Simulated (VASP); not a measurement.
# Sn (I4_1/amd) in VASP: notebook

Aim: see how the results for Sn move with the level of theory and the settings. Levels: PBE, r2SCAN. Tasks: single point.

All numbers are computed with VASP 6.6.1; they aren't measurements. Logs are shortened: lines on timing, memory, paths and dates and some standing lists are left out, and cuts for length are marked.

## (1) The cell of the first run

It takes space group I4_1/amd (No. 141, tetragonal). Conventional cell: a = 5.801 Å, b = 5.801 Å, c = 3.155 Å, α = 90.00°, β = 90.00°, γ = 90.00°. Sn (site symmetry -4m2) has 10 Sn at 3.01 to 3.74 Å within 4.0 Å.

## (2) Single point, PBE

Contents of INCAR:

```
ALGO     = Fast           # electronic algorithm
EDIFF    = 1E-7           # SCF threshold, eV
ENCUT    = 520            # plane-wave cutoff, eV
GGA      = PE             # functional
ISIF     = 2              # what is computed and relaxed
ISMEAR   = -1             # smearing method
LASPH    = T              # aspherical terms in the spheres
LCHARG   = T              # write CHGCAR
LELF     = T              # ELF
LREAL    = F              # projectors in reciprocal space
LVHAR    = T            
LWAVE    = F              # write WAVECAR
NBANDS   = 21             # bands
NELM     = 100            # most SCF steps
PREC     = Accurate       # precision mode
SIGMA    = 0.05           # smearing width, eV
```

Contents of KPOINTS:

```
k-points
0
Gamma
  9 9 9
```

Contents of POSCAR:

```
Sn
1.0
   -2.9004039564      2.9004039564      1.5776871502
    2.9004039564     -2.9004039564      1.5776871502
    2.9004039564      2.9004039564     -1.5776871502
Sn
2
Direct
    0.0000000000      0.0000000000      0.0000000000
    0.7500000000      0.2500000000      0.5000000000
```

Potentials or basis: VASP PAW PBE potentials, release 64 (Sn_d).

Launch:

```
cat potpaw_PBE.64/Sn_d/POTCAR > POTCAR
mpirun -np 1 vasp_std > vasp.out
```

OUTCAR:

```text
EDIFF = 1E-7
   ENCUT = 520
   GGA = PE
   ISIF = 2
   ISMEAR = -1
   LASPH = T
   LREAL = F
   NELM = 100
   PREC = Accurate

 ion  position               nearest neighbor table
   1  0.000  0.000  0.000-   2 3.01   2 3.01   2 3.01   2 3.01   2 3.74   2 3.74   2 3.74   2 3.74

   2  0.750  0.250  0.500-   1 3.01   1 3.01   1 3.01   1 3.01   1 3.74   1 3.74   1 3.74   1 3.74

  LATTYP: Found a body centered tetragonal cell.
 ALAT       =     5.8008079128
 C/A-ratio  =     0.5439542815

  Lattice vectors:

 A1 = (  -2.9004039564,   2.9004039564,   1.5776871502)
 A2 = (   2.9004039564,  -2.9004039564,   1.5776871502)
 A3 = (   2.9004039564,   2.9004039564,  -1.5776871502)

Analysis of symmetry for initial positions (statically):
=====================================================================
 Subroutine PRICEL returns:
 Original cell was already a primitive cell.

 Routine SETGRP: Setting up the symmetry group for a
 body centered tetragonal supercell.

 Subroutine GETGRP returns: Found 16 space group operations
 (whereof  8 operations were pure point group operations)
 out of a pool of 16 trial point group operations.

The static configuration has the point symmetry D_2d.
 The point group associated with its full space group is D_4h.

Analysis of symmetry for dynamics (positions and initial velocities):
=====================================================================
 Subroutine PRICEL returns:
 Original cell was already a primitive cell.

 Routine SETGRP: Setting up the symmetry group for a
 body centered tetragonal supercell.

 Subroutine GETGRP returns: Found 16 space group operations
 (whereof  8 operations were pure point group operations)
 out of a pool of 16 trial point group operations.

The dynamic configuration has the point symmetry D_2d.
 The point group associated with its full space group is D_4h.

 Subroutine INISYM returns: Found 16 space group operations
 (whereof  8 operations are pure point group operations),
 and found     1 'primitive' translations

----------------------------------------------------------------------------------------

                                     Primitive cell

  volume of cell :      53.0882

  direct lattice vectors                    reciprocal lattice vectors
[... 82 lines left out ...]
   LNONCOLLINEAR =      F non collinear calculations
   LSORBIT =      F    spin-orbit coupling
   LASPH  =      T    aspherical Exc in radial PAW
   ENCUT  =  520.0 eV  38.22 Ry    6.18 a.u.   8.17  8.17  8.17*2*pi/ulx,y,z
   NELM   =    100;   NELMIN=  2; NELMDL= -5     # of ELM steps
   EDIFF  = 0.1E-06   stopping-criterion for ELM
   LREAL  =      F    real-space projection
   EDIFFG = 0.1E-05   stopping-criterion for IOM
   NSW    =      0    number of steps for IOM
   IBRION =     -1    ionic relax: 0-MD 1-quasi-New 2-CG
   NFREE  =      0    steps in history (QN), initial steepest desc. (CG)
   ISIF   =      2    stress and relaxation
   ISYM   =      2    0-nonsym 1-usesym 2-fastsym
   POTIM  = 0.5000    time-step for ionic-motion
   TEBEG  =    0.0;   TEEND  =   0.0 temperature during run
   PSTRESS=    0.0 pullay stress
   NELECT =      28.0000    total number of electrons
   NUPDOWN=      -1.0000    fix difference up-down
   EMIN   =  10.00;   EMAX   =-10.00  energy-range for DOS
   EFERMI =   0.00;   METHOD = LEGACY
   ISMEAR =    -1;   SIGMA  =   0.05  broadening in eV -4-tet -1-fermi 0-gaus
   EFERMI_NEDOS =   21; number of points for ismear=-14 and -15
   IALGO  =     68    algorithm
   IMIX   =      4    mixing-type and parameters
     AMIX     =   0.40;   BMIX     =  1.00
     AMIX_MAG =   1.60;   BMIX_MAG =  1.00
  volume/ion in A,a.u.               =      26.54       179.13
  Fermi-wavevector in a.u.,A,eV,Ry     =   1.322701  2.499542 23.803895  1.749537
  Thomas-Fermi vector in A             =   2.452363
   LORBIT       =      0    0 simple, 1 ext, 2 COOP (PROOUT), +10 PAW based schemes
   GGA     = PE    functional components
   LHFCALC =     F    Hartree Fock is set to
   AEXX    =    0.0000 exact exchange contribution
   IVDW    =     0    specifies the selected vdW correction
   LEPSILON=     F    determine dielectric tensor
   LRPA    =     F    only Hartree local field effects (RPA)
 non-spin polarized calculation
 RMM-DIIS sequential band-by-band and
  energy-cutoff  :      520.00
  volume of cell :       53.09
 maximum number of plane-waves:      1448
 NGX is ok and might be reduce to    36
   NGX = 17   NGY = 17   NGZ = 17

 number of electron      28.0000011 magnetization

 Free energy of the ion-electron system (eV)
  ---------------------------------------------------
  ext. energy  EPLUGINS =         0.00000000
  ---------------------------------------------------
  free energy    TOTEN  =        -7.56557308 eV

  energy without entropy =       -7.55806727  energy(sigma->0) =       -7.56182017

 E-fermi :   8.2710     XC(G=0): -10.4098

 val. band max:        8.2425242848   @ k =   0.2222   0.1111   0.0000
 cond. band min:       8.3033613074   @ k =  -0.4444   0.4444   0.0000
 fundamental gap:      0.0608370226
 Fermi energy:         8.2709609249

 k-point     1 :       0.0000    0.0000    0.0000
  band No.  band energies     occupation
      1     -13.4392      2.00000
      2     -13.3511      2.00000
      3     -13.3064      2.00000
      4     -13.2941      2.00000
      5     -13.1318      2.00000
      6     -13.1318      2.00000
[... 565 lines left out ...]
     20      19.1793      0.00000
     21      19.6913      0.00000

 [... further k-points ...]

------------------------ aborting loop because EDIFF is reached ----------------------------------------

  FORCE on cell =-STRESS in cart. coord.  units (eV):
  Direction    XX          YY          ZZ          XY          YZ          ZX
  --------------------------------------------------------------------------------------
  -------------------------------------------------------------------------------------
  Total        1.3255615      1.3255615      1.1086061      0.0000000      0.0000000      0.0000000
  in kB       40.0048468     40.0048468     33.4572309      0.0000000      0.0000000      0.0000000
  external PRESSURE =      37.8223081 kB  Pullay stress =       0.0000000 kB

 VOLUME and BASIS-vectors are now :
 -----------------------------------------------------------------------------
  energy-cutoff  :      520.00
  volume of cell :       53.09
      direct lattice vectors                 reciprocal lattice vectors
    -2.900403956  2.900403956  1.577687150     0.000000000  0.172389780  0.316919612
     2.900403956 -2.900403956  1.577687150     0.172389780  0.000000000  0.316919612
     2.900403956  2.900403956 -1.577687150     0.172389780  0.172389780  0.000000000

 POSITION                                       TOTAL-FORCE (eV/Angst)
 -----------------------------------------------------------------------------------
      0.00000      0.00000      0.00000        -0.000000      0.000000      0.000000
      0.00000      2.90040      0.78884         0.000000     -0.000000     -0.000000
 -----------------------------------------------------------------------------------
    total drift:                               -0.000000      0.000000     -0.000000

  FREE ENERGIE OF THE ION-ELECTRON SYSTEM (eV)
  ---------------------------------------------------
  free  energy   TOTEN  =        -7.5655730763 eV

  energy  without entropy=       -7.5580672672  energy(sigma->0) =       -7.56182017
```

Wall time 1.7 min (1 thread of AMD EPYC 7R13 (Zen 3), shared host); peak memory 0.21 GiB.

What came out:

| Property | Result |
| --- | --- |
| Free energy | -7.5656 eV |
| Pressure | 3.8 GPa |
| Band gap on the k mesh | zero (bands 14 and 15 overlap by 4.16 eV) |

Caveat: the cell stands under pressure; spin-orbit coupling is left out, which moves the levels of the heavy elements.

## (3) Single point, PBE

This run uses another cell than the first one, of 27.65 Å³/atom.

Contents of INCAR:

```
SYSTEM = Sn
PREC     = Accurate       ! precision mode
ENCUT    = 500            ! plane-wave cutoff, eV
EDIFF    = 1E-6           ! SCF threshold, eV
ISMEAR   = -1             ! smearing method
SIGMA    = 0.02           ! smearing width, eV
LREAL    = .False.        ! projectors in reciprocal space
LASPH    = .True.         ! aspherical terms in the spheres
NELM     = 120            ! most SCF steps
ALGO     = Normal         ! electronic algorithm
ISIF     = 2              ! what is computed and relaxed
LWAVE    = .False.        ! write WAVECAR
LCHARG   = .True.         ! write CHGCAR
GGA      = PE             ! functional
LELF     = .True.         ! ELF
LVHAR    = .True.       
NBANDS   = 21             ! bands
GGA_COMPAT= .False.
```

Contents of KPOINTS:

```
Automatic mesh
0
Gamma
  5 5 5
  0 0 0
```

Contents of POSCAR:

```
Sn
1.0
   -2.9401404553      2.9401404553      1.5993019889
    2.9401404553     -2.9401404553      1.5993019889
    2.9401404553      2.9401404553     -1.5993019889
Sn
2
Direct
    0.0000000000      0.0000000000      0.0000000000
    0.7500000000      0.2500000000      0.5000000000
```

Potentials or basis: VASP PAW PBE potentials, release 64 (Sn_d).

Launch:

```
cat potpaw_PBE.64/Sn_d/POTCAR > POTCAR
mpirun -np 1 vasp_std > vasp.out
```

Wall time 13 s (1 thread of Intel Xeon Platinum 8259CL at 2.50GHz (Skylake/Cascade Lake), shared host); peak memory 0.17 GiB.

Results (log left out):

```
Free energy            : -7.6051 eV
Pressure               : 1.7 GPa
Band gap on the k mesh : zero (bands 14 and 15 overlap by 2.46 eV)
```

Stress tensor (GPa, compression positive):
```
 3.21  0.00  0.00
 0.00  3.21  0.00
 0.00  0.00 -1.26
```

Levels at points of the mesh, in eV from the Fermi level:
| k point | band 10 | band 11 | band 12 | band 13 | band 14 | band 15 | band 16 | band 17 | band 18 | band 19 |
| --- | --- | --- | --- | --- | --- | --- | --- | --- | --- | --- |
| (0.00, 0.00, 0.00) | -21.05 | -10.89 | -3.60 | -1.83 | -1.83 | 3.10 | 6.22 | 6.22 | 6.84 | 6.94 |

Caveat: the k points lie up to 0.45 Å⁻¹ apart, too coarse for converged energies and pressures of a metal; spin-orbit coupling is left out, which moves the levels of the heavy elements.

## (4) Single point, r2SCAN

This run uses another cell than the first one, of 25.99 Å³/atom.

Contents of POSCAR:

```
Sn
1.0
   -2.8801207477      2.8801207477      1.5666540120
    2.8801207477     -2.8801207477      1.5666540120
    2.8801207477      2.8801207477     -1.5666540120
Sn
2
Direct
    0.0000000000      0.0000000000      0.0000000000
    0.7500000000      0.2500000000      0.5000000000
```

Contents of INCAR.step1:

```
SYSTEM = Sn
  ALGO = Normal
  EDIFF = 1E-4
  ENCUT = 520
  GGA = PE
  ISMEAR = -1
  LASPH = .TRUE.
  LCHARG = .FALSE.
  LREAL = .FALSE.
  LWAVE = .TRUE.
  NBANDS = 21
  NELM = 80
  PREC = Accurate
  SIGMA = 0.05
```

Contents of INCAR.step2:

```
SYSTEM = Sn
  ALGO = Normal
  EDIFF = 1E-6
  ENCUT = 520
  ISIF = 2
  ISMEAR = -1
  ISTART = 1
  LASPH = .TRUE.
  LCHARG = .FALSE.
  LMIXTAU = .TRUE.
  LREAL = .FALSE.
  LWAVE = .FALSE.
  METAGGA = R2SCAN
  NBANDS = 21
  NELM = 80
  PREC = Accurate
  SIGMA = 0.05
```

Contents of KPOINTS:

```
k-points
0
G
  9 9 9
  0 0 0
```

Launch:

```
cat potpaw_PBE.64/Sn_d/POTCAR > POTCAR
cp INCAR.step1 INCAR
mpirun -np 1 vasp_std > vasp.out
cp INCAR.step2 INCAR
mpirun -np 1 vasp_std > vasp.out
```

Wall time 3.2 min (1 thread of Intel Xeon Platinum 8259CL at 2.50GHz (Skylake/Cascade Lake), shared host); peak memory 0.22 GiB.

It converged, with:

```
Free energy            : -49.2033 eV
Pressure               : 3.7 GPa
Band gap on the k mesh : zero (bands 14 and 15 overlap by 4.48 eV)
```

Stress tensor (GPa, compression positive):
```
4.03 0.00 0.00
0.00 4.03 0.00
0.00 0.00 3.07
```

Levels at points of the mesh, in eV from the Fermi level:
| k point | band 12 | band 13 | band 14 | band 15 | band 16 | band 17 |
| --- | --- | --- | --- | --- | --- | --- |
| (0.00, 0.00, 0.00) | -3.56 | -2.32 | -2.32 | 3.25 | 6.74 | 6.74 |

Caveat: the cell stands under pressure; the PAW data sets were made with another functional, which shifts forces and pressure a little; spin-orbit coupling is left out, which moves the levels of the heavy elements.

## (5) Single point, r2SCAN

This run uses another cell than the first one, of 27.10 Å³/atom.

Contents of POSCAR:

```
Sn
1.0
   -2.9204073745      2.9204073745      1.5885680951
    2.9204073745     -2.9204073745      1.5885680951
    2.9204073745      2.9204073745     -1.5885680951
Sn
2
Direct
    0.0000000000      0.0000000000      0.0000000000
    0.7500000000      0.2500000000      0.5000000000
```

Contents of INCAR.step1:

```
ALGO = Normal
EDIFF = 1E-4
ENCUT = 520
GGA = PE
ISMEAR = -1
LASPH = T
LCHARG = F
LREAL = F
LWAVE = T
NBANDS = 21
NELM = 60
PREC = Accurate
SIGMA = 0.05
```

Contents of INCAR.step2:

```
ALGO = Normal
EDIFF = 1E-6
ENCUT = 520
ISIF = 2
ISMEAR = -1
ISTART = 1
LASPH = T
LCHARG = F
LMIXTAU = T
LREAL = F
LWAVE = F
METAGGA = R2SCAN
NBANDS = 21
NELM = 60
PREC = Accurate
SIGMA = 0.05
```

Contents of KPOINTS:

```
k-points
0
Gamma
  9 9 9
```

Potentials or basis: VASP PAW PBE potentials, release 64 (Sn_d).

Launch:

```
cat potpaw_PBE.64/Sn_d/POTCAR > POTCAR
cp INCAR.step1 INCAR
mpirun -np 1 vasp_std > vasp.out
cp INCAR.step2 INCAR
mpirun -np 1 vasp_std > vasp.out
```

OUTCAR:

```text
EDIFF = 1E-6
   ENCUT = 520
   ISIF = 2
   ISMEAR = -1
   ISTART = 1
   LASPH = T
   LREAL = F
   METAGGA = R2SCAN
   NELM = 60
   PREC = Accurate

 ion  position               nearest neighbor table
   1  0.000  0.000  0.000-   2 3.03   2 3.03   2 3.03   2 3.03
   2  0.750  0.250  0.500-   1 3.03   1 3.03   1 3.03   1 3.03

  LATTYP: Found a body centered tetragonal cell.
 ALAT       =     5.8408147490
 C/A-ratio  =     0.5439542815

  Lattice vectors:

 A1 = (  -2.9204073745,   2.9204073745,   1.5885680951)
 A2 = (   2.9204073745,  -2.9204073745,   1.5885680951)
 A3 = (   2.9204073745,   2.9204073745,  -1.5885680951)

Analysis of symmetry for initial positions (statically):
=====================================================================
 Subroutine PRICEL returns:
 Original cell was already a primitive cell.

 Routine SETGRP: Setting up the symmetry group for a
 body centered tetragonal supercell.

 Subroutine GETGRP returns: Found 16 space group operations
 (whereof  8 operations were pure point group operations)
 out of a pool of 16 trial point group operations.

The static configuration has the point symmetry D_2d.
[... 155 lines left out ...]
 Free energy of the ion-electron system (eV)
  ---------------------------------------------------
  ext. energy  EPLUGINS =         0.00000000
  ---------------------------------------------------
  free energy    TOTEN  =       -49.23642372 eV

  energy without entropy =      -49.22908440  energy(sigma->0) =      -49.23275406

 E-fermi :   7.9544     XC(G=0): -11.1366

 val. band max:        7.9416117122   @ k =  -0.2222   0.4444   0.2222
 cond. band min:       7.9546565804   @ k =   0.2222   0.1111  -0.0000
 fundamental gap:      0.0130448682
 Fermi energy:         7.9544023481

 k-point     1 :       0.0000    0.0000    0.0000
  band No.  band energies     occupation
      1     -14.4268      2.00000
      2     -14.3381      2.00000
      3     -14.2857      2.00000
      4     -14.2815      2.00000
      5     -14.1113      2.00000
      6     -14.1113      2.00000
[... 565 lines left out ...]
     20      19.3492      0.00000
     21      19.9237      0.00000

 [... further k-points ...]
[... 5 lines left out ...]
  --------------------------------------------------------------------------------------
  -------------------------------------------------------------------------------------
  Total        0.4060204      0.4060204      0.2067770      0.0000000      0.0000000      0.0000000
  in kB       12.0034406     12.0034406      6.1130798      0.0000000      0.0000000      0.0000000
  external PRESSURE =      10.0399870 kB  Pullay stress =       0.0000000 kB

 VOLUME and BASIS-vectors are now :
 -----------------------------------------------------------------------------
  energy-cutoff  :      520.00
  volume of cell :       54.19
      direct lattice vectors                 reciprocal lattice vectors
    -2.920407374  2.920407374  1.588568095     0.000000000  0.171208991  0.314748862
     2.920407374 -2.920407374  1.588568095     0.171208991  0.000000000  0.314748862
     2.920407374  2.920407374 -1.588568095     0.171208991  0.171208991  0.000000000

 POSITION                                       TOTAL-FORCE (eV/Angst)
 -----------------------------------------------------------------------------------
      0.00000      0.00000      0.00000        -0.000000     -0.000000      0.000000
      0.00000      2.92041      0.79428         0.000000      0.000000     -0.000000
 -----------------------------------------------------------------------------------
    total drift:                               -0.000000      0.000000     -0.000000

  FREE ENERGIE OF THE ION-ELECTRON SYSTEM (eV)
  ---------------------------------------------------
  free  energy   TOTEN  =       -49.2364237238 eV

  energy  without entropy=      -49.2290843996  energy(sigma->0) =      -49.23275406
```

OUTCAR.step1:

```text
EDIFF = 1E-4
   ENCUT = 520
   GGA = PE
   ISMEAR = -1
   LASPH = T
   LREAL = F
[... 798 lines left out ...]
 -----------------------------------------------------------------------------------
      0.00000      0.00000      0.00000         0.000000      0.000000     -0.000000
      0.00000      2.92041      0.79428        -0.000000     -0.000000      0.000000
 -----------------------------------------------------------------------------------
    total drift:                               -0.000000      0.000000     -0.000000

  FREE ENERGIE OF THE ION-ELECTRON SYSTEM (eV)
  ---------------------------------------------------
  free  energy   TOTEN  =        -7.5875691797 eV

  energy  without entropy=       -7.5800356359  energy(sigma->0) =       -7.58380241
```

OSZICAR.step1:

```text
N       E                     dE             d eps       ncg     rms          rms(c)
DAV:   1     0.222410689527E+03    0.22241E+03   -0.14379E+04  3239   0.208E+03
DAV:   2     0.156554835068E+02   -0.20676E+03   -0.20249E+03  3180   0.459E+02
DAV:   3    -0.686527827783E+01   -0.22521E+02   -0.22360E+02  3711   0.135E+02
DAV:   4    -0.757882868044E+01   -0.71355E+00   -0.71322E+00  3523   0.265E+01
DAV:   5    -0.760806731229E+01   -0.29239E-01   -0.29238E-01  4520   0.505E+00    0.239E+00
DAV:   6    -0.759176898153E+01    0.16298E-01   -0.31042E-02  4267   0.249E+00    0.134E+00
DAV:   7    -0.758762726456E+01    0.41417E-02   -0.18560E-02  4270   0.194E+00    0.165E-01
DAV:   8    -0.758756416159E+01    0.63103E-04   -0.20770E-03  3918   0.598E-01    0.366E-02
DAV:   9    -0.758756917967E+01   -0.50181E-05   -0.49034E-05  2210   0.740E-02
   1 F= -.75875692E+01 E0= -.75838024E+01  d E =-.753354E-02
```

Wall time 5 min (1 thread of Intel Xeon Platinum 8259CL at 2.50GHz (Skylake/Cascade Lake), shared host); peak memory 0.25 GiB.

Results:

- Free energy: -49.2364 eV
- Pressure: 1.0 GPa
- Band gap on the k mesh: zero (bands 14 and 15 overlap by 4.25 eV)

Caveat: the PAW data sets were made with another functional, which shifts forces and pressure a little; spin-orbit coupling is left out, which moves the levels of the heavy elements.

(Continued in part 2 of 2.)

The gap in the log of VASP goes by the Fermi energy; the results here count the filled bands.